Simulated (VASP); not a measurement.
Set up this calculation in VASP 6.6.1, as the native input.

| Property | Result |
| --- | --- |
| Task | single point |
| Functional | r2SCAN |
| Potentials or basis | VASP PAW PBE potentials, release 64 (Li_sv, Cl) |
| Cutoff | 520 eV |
| k mesh | 8 × 8 × 8 |
| Occupations | gaussian, width 0.01 eV |
| Spin | no spin polarisation |
| Dipole correction | no |
| Further INCAR settings | ALGO = Normal; EDIFF = 1e-07; NBANDS = 12 |

The system is LiCl.

```xyz
2
Lattice="0.0000 2.5560 2.5560 2.5560 0.0000 2.5560 2.5560 2.5560 0.0000" Properties=species:S:1:pos:R:3 pbc="T T T"
Li    0.0000    0.0000    0.0000
Cl    2.5560    2.5560    2.5560
```

One way to write it, as run:

POSCAR

```
LiCl
1.0
    0.0000000000      2.5560369889      2.5560369889
    2.5560369889      0.0000000000      2.5560369889
    2.5560369889      2.5560369889      0.0000000000
Li Cl
1 1
Direct
    0.0000000000      0.0000000000      0.0000000000
    0.5000000000      0.5000000000      0.5000000000
```

INCAR.step1

```
ALGO = Normal
EDIFF = 1E-4
ENCUT = 520
GGA = PE
ISMEAR = 0
LASPH = T
LCHARG = F
LREAL = F
LWAVE = T
NBANDS = 12
NELM = 60
PREC = Accurate
SIGMA = 0.01
```

INCAR.step2

```
ALGO = Normal
EDIFF = 1E-7
ENCUT = 520
ISIF = 2
ISMEAR = 0
ISTART = 1
LASPH = T
LCHARG = T
LELF = T
LMIXTAU = T
LREAL = F
LVHAR = T
LWAVE = F
METAGGA = R2SCAN
NBANDS = 12
NELM = 60
PREC = Accurate
SIGMA = 0.01
```

KPOINTS

```
k-points
0
Gamma
  8 8 8
```

Potentials or basis: VASP PAW PBE potentials, release 64 (Li_sv, Cl).

Launch:

```console
$ cat potpaw_PBE.64/Li_sv/POTCAR potpaw_PBE.64/Cl/POTCAR > POTCAR
$ cp INCAR.step1 INCAR
$ mpirun -np 1 vasp_std > vasp.out
$ cp INCAR.step2 INCAR
$ mpirun -np 1 vasp_std > vasp.out
```

It gave:

The band gap on the k mesh is 7.36 eV.

Run time: 60 s on 1 thread of Intel(R) Xeon(R) Platinum 8488C (Sapphire Rapids), on a shared host, peak memory 0.16 GiB.
